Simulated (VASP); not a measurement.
GaSb (xso): single point with PBEsol

Crystal: GaSb (xso).

```
Ga Sb
1.0
     0.00000    3.04800    3.04800
     3.04800    0.00000    3.04800
     3.04800    3.04800    0.00000
Ga Sb
1 1
Direct
  0.00000 0.00000 0.00000
  0.25000 0.25000 0.25000
```

```
Program             : VASP 6.6.1
Task                : single point
Functional          : PBEsol
Potentials or basis : VASP PAW PBE potentials, release 64 (Ga_d, Sb)
Cutoff              : 500 eV
k mesh              : 10 × 10 × 10
Occupations         : gaussian, width 0.01 eV
Spin                : non-collinear spin, zero start, spin-orbit coupling
Starting moments    : [[0.0, 0.0, 0.0], [0.0, 0.0, 0.0]] μB
```

- Pressure: 0.5 GPa
- Net moment: 0.00 μB per cell
- Valence electrons inside the program's atomic spheres: Ga 11.65; Sb 2.50

Moments on the atoms (μB; x, y, z):
```
Ga  0.00 0.00 0.00
Sb  0.00 0.00 0.00
```

Wall time 4.3 min on 1 thread of Intel Xeon 6975P-C, on a shared host, peak memory 0.41 GiB.

Caveat: the PAW data sets were made with another functional, which shifts forces and pressure a little.
